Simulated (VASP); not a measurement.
# Hf (P6_3/mmc) in VASP: further runs

Aim: see how the results for Hf move with the level of theory and the settings. Levels: PBE, revPBE. Tasks: single point, relaxation of cell and atoms.

Everything below comes from runs of VASP 6.6.1. Logs are shortened: lines on timing, memory, paths and dates and some standing lists are left out, and cuts for length are marked.

**1. The cell of the first run**

The structure is hexagonal, space group P6_3/mmc (No. 194). Conventional cell: a = 3.197 Å, b = 3.197 Å, c = 5.058 Å, α = 90.00°, β = 90.00°, γ = 120.00°. Within 4.1 Å of Hf (site symmetry -6m2) lie 12 Hf at 3.13 to 3.20 Å.

**2. Single point, PBE**

INCAR reads:

```
PREC     = Accurate       # precision mode
ENCUT    = 520            # plane-wave cutoff, eV
EDIFF    = 1E-6           # SCF threshold, eV
ISMEAR   = 0              # smearing method
SIGMA    = 0.012          # smearing width, eV
LREAL    = False          # projectors in reciprocal space
LASPH    = True           # aspherical terms in the spheres
NELM     = 80             # most SCF steps
ALGO     = Fast           # electronic algorithm
ISIF     = 2              # what is computed and relaxed
LWAVE    = False          # write WAVECAR
LCHARG   = False          # write CHGCAR
GGA      = PE             # functional
NBANDS   = 17             # bands
```

KPOINTS reads:

```
regular mesh
0
Gamma
  10 10 5
```

POSCAR reads:

```
Hf
1.0
    3.1967000000      0.0000000000      0.0000000000
   -1.5983500000      2.7684234083      0.0000000000
    0.0000000000      0.0000000000      5.0578000000
Hf
2
Direct
    0.6666666667      0.3333333333      0.7500000000
    0.3333333333      0.6666666667      0.2500000000
```

Potentials or basis: VASP PAW PBE potentials, release 64 (Hf_pv).

On the command line:

```bash
cat potpaw_PBE.64/Hf_pv/POTCAR > POTCAR
mpirun -np 1 vasp_std > vasp.out
```

OUTCAR:

```text
PREC = Accurate
   ENCUT = 520
   EDIFF = 1E-6
   ISMEAR = 0
   LREAL = False
   LASPH = True
   NELM = 80
   ISIF = 2
   GGA = PE

 ion  position               nearest neighbor table
   1  0.667  0.333  0.750-   2 3.13   2 3.13   2 3.13   2 3.13   2 3.13   2 3.13
   2  0.333  0.667  0.250-   1 3.13   1 3.13   1 3.13   1 3.13   1 3.13   1 3.13

  LATTYP: Found a hexagonal cell.
 ALAT       =     3.1967000000
 C/A-ratio  =     1.5821941377

  Lattice vectors:

 A1 = (   3.1967000000,   0.0000000000,   0.0000000000)
 A2 = (  -1.5983500000,   2.7684234083,   0.0000000000)
 A3 = (   0.0000000000,   0.0000000000,   5.0578000000)

Analysis of symmetry for initial positions (statically):
=====================================================================
 Subroutine PRICEL returns:
 Original cell was already a primitive cell.

 Routine SETGRP: Setting up the symmetry group for a
 hexagonal supercell.

 Subroutine GETGRP returns: Found 24 space group operations
 (whereof 12 operations were pure point group operations)
 out of a pool of 24 trial point group operations.

The static configuration has the point symmetry D_3d.
 The point group associated with its full space group is D_6h.

Analysis of symmetry for dynamics (positions and initial velocities):
=====================================================================
 Subroutine PRICEL returns:
 Original cell was already a primitive cell.

 Routine SETGRP: Setting up the symmetry group for a
 hexagonal supercell.

 Subroutine GETGRP returns: Found 24 space group operations
 (whereof 12 operations were pure point group operations)
 out of a pool of 24 trial point group operations.

The dynamic configuration has the point symmetry D_3d.
 The point group associated with its full space group is D_6h.

 Subroutine INISYM returns: Found 24 space group operations
 (whereof 12 operations are pure point group operations),
 and found     1 'primitive' translations

----------------------------------------------------------------------------------------

                                     Primitive cell

  volume of cell :      44.7606

  direct lattice vectors                    reciprocal lattice vectors
     3.196700000  0.000000000  0.000000000     0.312822598  0.180608211  0.000000000
    -1.598350000  2.768423408  0.000000000     0.000000000  0.361216423  0.000000000
     0.000000000  0.000000000  5.057800000     0.000000000  0.000000000  0.197714421

  length of vectors
     3.196700000  3.196700000  5.057800000     0.361216423  0.361216423  0.197714421

  position of ions in fractional coordinates (direct lattice)
     0.666666667  0.333333333  0.750000000
     0.333333333  0.666666667  0.250000000

  ion indices of the primitive-cell ions
   primitive index   ion index
                 1           1
                 2           2

----------------------------------------------------------------------------------------

 KPOINTS: regular mesh

Automatic generation of k-mesh.
 Grid dimensions read from file:
 generate k-points for:   10   10    5

 Generating k-lattice:

  Cartesian coordinates                     Fractional coordinates (reciprocal lattice)
     0.031282260  0.018060821  0.000000000     0.100000000 -0.000000000  0.000000000
     0.000000000  0.036121642  0.000000000     0.000000000  0.100000000  0.000000000
     0.000000000  0.000000000  0.039542884     0.000000000  0.000000000  0.200000000

  Length of vectors
     0.036121642  0.036121642  0.039542884

  Shift w.r.t. Gamma in fractional coordinates (k-lattice)
     0.000000000  0.000000000  0.000000000

 Subroutine IBZKPT returns following result:
 ===========================================

 Found     42 irreducible k-points:

 Following reciprocal coordinates:
            Coordinates               Weight
  0.000000  0.000000  0.000000      1.000000
  0.100000  0.000000  0.000000      6.000000
  0.200000  0.000000  0.000000      6.000000
  0.300000  0.000000  0.000000      6.000000
  0.400000  0.000000  0.000000      6.000000
  0.500000  0.000000  0.000000      3.000000
[... 16 lines left out ...]
  0.300000  0.100000  0.200000     24.000000
  0.400000  0.100000  0.200000     24.000000
 [... further k-points ...]
   k-points           NKPTS =     42   k-points in BZ     NKDIM =     42   number of bands    NBANDS=     17
   number of dos      NEDOS =    301   number of ions     NIONS =      2
   total plane-waves  NPLWV =  23040
   dimension x,y,z NGX =    24 NGY =   24 NGZ =   40
   dimension x,y,z NGXF=    48 NGYF=   48 NGZF=   80
   ions per type =               2
   NGX,Y,Z   is equivalent  to a cutoff of  12.48, 12.48, 13.15 a.u.
   NGXF,Y,Z  is equivalent  to a cutoff of  24.96, 24.96, 26.30 a.u.
 SYSTEM =  unknown system
   PREC   = accura    normal or accurate (medium, high low for compatibility)
   ISTART =      0    job   : 0-new  1-cont  2-samecut
   ICHARG =      2    charge: 1-file 2-atom 10-const
   ISPIN  =      1    spin polarized calculation?
   LNONCOLLINEAR =      F non collinear calculations
   LSORBIT =      F    spin-orbit coupling
   LASPH  =      T    aspherical Exc in radial PAW
   ENCUT  =  520.0 eV  38.22 Ry    6.18 a.u.   5.94  5.94  9.40*2*pi/ulx,y,z
   NELM   =     80;   NELMIN=  2; NELMDL= -5     # of ELM steps
   EDIFF  = 0.1E-05   stopping-criterion for ELM
   LREAL  =      F    real-space projection
   EDIFFG = 0.1E-04   stopping-criterion for IOM
   NSW    =      0    number of steps for IOM
   IBRION =     -1    ionic relax: 0-MD 1-quasi-New 2-CG
   NFREE  =      0    steps in history (QN), initial steepest desc. (CG)
   ISIF   =      2    stress and relaxation
   ISYM   =      2    0-nonsym 1-usesym 2-fastsym
   POTIM  = 0.5000    time-step for ionic-motion
   TEBEG  =    0.0;   TEEND  =   0.0 temperature during run
   PSTRESS=    0.0 pullay stress
   NELECT =      20.0000    total number of electrons
   NUPDOWN=      -1.0000    fix difference up-down
   EMIN   =  10.00;   EMAX   =-10.00  energy-range for DOS
   EFERMI =   0.00;   METHOD = LEGACY
   ISMEAR =     0;   SIGMA  =   0.01  broadening in eV -4-tet -1-fermi 0-gaus
   EFERMI_NEDOS =   21; number of points for ismear=-14 and -15
   IALGO  =     68    algorithm
   IMIX   =      4    mixing-type and parameters
     AMIX     =   0.40;   BMIX     =  1.00
     AMIX_MAG =   1.60;   BMIX_MAG =  1.00
  volume/ion in A,a.u.               =      22.38       151.03
  Fermi-wavevector in a.u.,A,eV,Ry     =   1.251563  2.365112 21.312311  1.566411
  Thomas-Fermi vector in A             =   2.385505
   LORBIT       =      0    0 simple, 1 ext, 2 COOP (PROOUT), +10 PAW based schemes
   GGA     = PE    functional components
   LHFCALC =     F    Hartree Fock is set to
   AEXX    =    0.0000 exact exchange contribution
   IVDW    =     0    specifies the selected vdW correction
   LEPSILON=     F    determine dielectric tensor
   LRPA    =     F    only Hartree local field effects (RPA)
 non-spin polarized calculation
 RMM-DIIS sequential band-by-band and
 Gauss-broadening in eV      SIGMA  =   0.01
  energy-cutoff  :      520.00
  volume of cell :       44.76
 maximum number of plane-waves:      1220
 NGX is ok and might be reduce to    24
   NGX = 11   NGY = 11   NGZ = 19

 number of electron      20.0000004 magnetization

 Free energy of the ion-electron system (eV)
  ---------------------------------------------------
  ext. energy  EPLUGINS =         0.00000000
  ---------------------------------------------------
  free energy    TOTEN  =       -19.84946543 eV

  energy without entropy =      -19.84925200  energy(sigma->0) =      -19.84935872

 E-fermi :   4.8969     XC(G=0): -11.2813

 val. band max:        4.8944681857   @ k =   0.1000   0.1000   0.4000
 cond. band min:       4.9099384613   @ k =   0.1000   0.1000   0.2000
 fundamental gap:      0.0154702756
 Fermi energy:         4.8968957123

 k-point     1 :       0.0000    0.0000    0.0000
  band No.  band energies     occupation
      1     -26.1606      2.00000
      2     -25.4174      2.00000
      3     -25.4174      2.00000
      4     -25.2952      2.00000
      5     -25.2899      2.00000
      6     -25.2899      2.00000
[... 9 lines left out ...]
     16       7.5534      0.00000
     17      10.2474      0.00000

 k-point     2 :       0.1000    0.0000    0.0000
  band No.  band energies     occupation
      1     -26.1350      2.00000
      2     -25.4718      2.00000
      3     -25.4356      2.00000
      4     -25.3470      2.00000
      5     -25.3070      2.00000
      6     -25.2972      2.00000
[... 9 lines left out ...]
     16       7.2791      0.00000
     17      10.4785      0.00000

 k-point     3 :       0.2000    0.0000    0.0000
  band No.  band energies     occupation
      1     -26.0629      2.00000
      2     -25.6142      2.00000
      3     -25.4916      2.00000
      4     -25.4812      2.00000
      5     -25.3429      2.00000
      6     -25.3182      2.00000
[... 9 lines left out ...]
     16       7.9623      0.00000
     17      10.8671      0.00000

 k-point     4 :       0.3000    0.0000    0.0000
  band No.  band energies     occupation
      1     -25.9594      2.00000
      2     -25.7901      2.00000
      3     -25.6606      2.00000
      4     -25.5348      2.00000
      5     -25.4015      2.00000
      6     -25.3461      2.00000
[... 9 lines left out ...]
     16       9.1284      0.00000
     17      11.1732      0.00000

 k-point     5 :       0.4000    0.0000    0.0000
  band No.  band energies     occupation
      1     -25.9316      2.00000
      2     -25.8511      2.00000
      3     -25.7908      2.00000
      4     -25.5766      2.00000
      5     -25.4731      2.00000
      6     -25.3698      2.00000
[... 9 lines left out ...]
     16      10.4218      0.00000
     17      11.3326      0.00000

 k-point     6 :       0.5000    0.0000    0.0000
  band No.  band energies     occupation
      1     -25.9853      2.00000
      2     -25.8393      2.00000
      3     -25.7952      2.00000
      4     -25.5923      2.00000
      5     -25.5151      2.00000
      6     -25.3790      2.00000
[... 9 lines left out ...]
     16      11.3790      0.00000
     17      11.8653      0.00000

 k-point     7 :       0.1000    0.1000    0.0000
  band No.  band energies     occupation
      1     -26.0861      2.00000
      2     -25.5564      2.00000
      3     -25.5038      2.00000
      4     -25.4158      2.00000
      5     -25.3310      2.00000
      6     -25.3209      2.00000
[... 9 lines left out ...]
     16       7.8112      0.00000
     17      10.6814      0.00000

 k-point     8 :       0.2000    0.1000    0.0000
  band No.  band energies     occupation
      1     -25.9977      2.00000
      2     -25.7021      2.00000
      3     -25.6309      2.00000
      4     -25.4956      2.00000
      5     -25.3787      2.00000
      6     -25.3581      2.00000
[... 9 lines left out ...]
     16       8.9259      0.00000
     17      10.9247      0.00000
[... 203 lines left out ...]
      1     -26.0084      2.00000
      2     -25.8655      2.00000
      3     -25.7157      2.00000
      4     -25.5572      2.00000
      5     -25.4537      2.00000
      6     -25.3899      2.00000
[... 9 lines left out ...]
     16      10.1718      0.00000
     17      11.1132      0.00000

 k-point    20 :       0.5000    0.0000    0.2000
  band No.  band energies     occupation
      1     -26.0430      2.00000
      2     -25.9096      2.00000
      3     -25.6945      2.00000
      4     -25.5723      2.00000
      5     -25.4829      2.00000
      6     -25.3998      2.00000
[... 9 lines left out ...]
     16      11.3020      0.00000
     17      11.5688      0.00000

 k-point    21 :       0.1000    0.1000    0.2000
  band No.  band energies     occupation
      1     -26.0296      2.00000
      2     -25.5333      2.00000
      3     -25.5302      2.00000
      4     -25.4494      2.00000
      5     -25.3426      2.00000
      6     -25.3356      2.00000
[... 9 lines left out ...]
     16       8.1826      0.00000
     17      10.6189      0.00000

 k-point    22 :       0.2000    0.1000    0.2000
  band No.  band energies     occupation
      1     -25.9795      2.00000
      2     -25.6895      2.00000
      3     -25.6363      2.00000
      4     -25.5086      2.00000
      5     -25.3851      2.00000
      6     -25.3665      2.00000
[... 9 lines left out ...]
     16       8.9272      0.00000
     17      10.7279      0.00000

 k-point    23 :       0.3000    0.1000    0.2000
  band No.  band energies     occupation
      1     -25.9693      2.00000
      2     -25.8232      2.00000
      3     -25.7063      2.00000
      4     -25.5654      2.00000
      5     -25.4400      2.00000
      6     -25.3981      2.00000
[... 9 lines left out ...]
     16       9.8277      0.00000
     17      11.0345      0.00000

 k-point    24 :       0.4000    0.1000    0.2000
  band No.  band energies     occupation
      1     -26.0150      2.00000
      2     -25.8882      2.00000
      3     -25.7050      2.00000
      4     -25.5861      2.00000
      5     -25.4916      2.00000
      6     -25.4205      2.00000
[... 9 lines left out ...]
     16      10.8515      0.00000
     17      11.6800      0.00000

 [... further k-points ...]
[... 5 lines left out ...]
  --------------------------------------------------------------------------------------
  -------------------------------------------------------------------------------------
  Total        0.1197506      0.1197506      0.0431607      0.0000000      0.0000000      0.0000000
  in kB        4.2863956      4.2863956      1.5449093      0.0000000      0.0000000      0.0000000
  external PRESSURE =       3.3725668 kB  Pullay stress =       0.0000000 kB

 VOLUME and BASIS-vectors are now :
 -----------------------------------------------------------------------------
  energy-cutoff  :      520.00
  volume of cell :       44.76
      direct lattice vectors                 reciprocal lattice vectors
     3.196700000  0.000000000  0.000000000     0.312822598  0.180608211  0.000000000
    -1.598350000  2.768423408  0.000000000     0.000000000  0.361216423  0.000000000
     0.000000000  0.000000000  5.057800000     0.000000000  0.000000000  0.197714421

 POSITION                                       TOTAL-FORCE (eV/Angst)
 -----------------------------------------------------------------------------------
      1.59835      0.92281      3.79335        -0.000000      0.000000      0.000000
     -0.00000      1.84562      1.26445         0.000000     -0.000000      0.000000
 -----------------------------------------------------------------------------------
    total drift:                               -0.000000      0.000000     -0.000000

  FREE ENERGIE OF THE ION-ELECTRON SYSTEM (eV)
  ---------------------------------------------------
  free  energy   TOTEN  =       -19.8494654345 eV

  energy  without entropy=      -19.8492519980  energy(sigma->0) =      -19.84935872
```

It took 11 s on 1 thread of Intel Xeon 6975P-C (Granite Rapids), shared host; peak memory 0.16 GiB.

What came out:

```yaml
Free_energy: -19.8495 eV
Pressure: 0.3 GPa
Band_gap_on_the_k_mesh: zero (band 10 reaches 6.10 eV, above the bottom of band 11 at 4.59 eV)
```

Stress tensor (GPa, compression positive):
```
0.43 0.00 0.00
0.00 0.43 0.00
0.00 0.00 0.15
```

Caveat: spin-orbit coupling is left out, which moves the levels of the heavy elements.

[end of part 1 of 3]
